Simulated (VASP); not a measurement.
A run of VASP 6.6.1 is set up as follows.

File POSCAR:

```
ZrS
1.0
   11.5000000000      0.0000000000      0.0000000000
    0.0000000000      9.3000000000      0.0000000000
    0.0000000000      0.0000000000      4.7024361045
Zr S
2 2
Direct
    0.3926617846      0.5000000000      0.0000000000
    0.6073382154      0.5000000000      0.5000000000
    0.3926617846      0.5000000000      0.5000000000
    0.6073382154      0.5000000000      0.0000000000
```

File INCAR.step1:

```
SYSTEM = ZrS
PREC = Accurate
ENCUT = 520
ISMEAR = 0
SIGMA = 0.05
LREAL = .FALSE.
LASPH = .TRUE.
NELM = 150
ISPIN = 2
MAGMOM = 1.5 1.5 0.5 0.5
LMAXMIX = 4
NBANDS = 30
GGA = PE
ALGO = Normal
EDIFF = 1E-4
LWAVE = .TRUE.
LCHARG = .FALSE.
```

Contents of INCAR.step2:

```
SYSTEM = ZrS
PREC = Accurate
ENCUT = 520
EDIFF = 1E-6
ISMEAR = 0
SIGMA = 0.05
LREAL = .FALSE.
LASPH = .TRUE.
NELM = 150
ALGO = Normal
ISIF = 2
LWAVE = .FALSE.
LCHARG = .FALSE.
ISPIN = 2
MAGMOM = 1.5 1.5 0.5 0.5
LORBIT = 11
LMAXMIX = 4
METAGGA = R2SCAN
LMIXTAU = .TRUE.
NBANDS = 30
ISTART = 1
```

Contents of KPOINTS:

```
regular mesh
0
G
  1 1 14
  0 0 0
```

Potentials or basis: VASP PAW PBE potentials, release 64 (Zr_sv, S).

The run is started by

```bash
$ cat potpaw_PBE.64/Zr_sv/POTCAR potpaw_PBE.64/S/POTCAR > POTCAR
$ cp INCAR.step1 INCAR
$ mpirun -np 1 vasp_std > vasp.out
$ cp INCAR.step2 INCAR
$ mpirun -np 1 vasp_std > vasp.out
```

Q: Predict the largest force.

A: 1.711 eV/Å.

Q: What does it give for the net moment?

A: 3.01 μB per cell.

Forces on the atoms (eV/Å):
```
Zr   1.711  0.000  0.000
Zr  -1.711  0.000  0.000
S   -1.587  0.000  0.000
S    1.587  0.000  0.000
```

Caveat: the PAW data sets were made with another functional, which shifts forces and pressure a little.
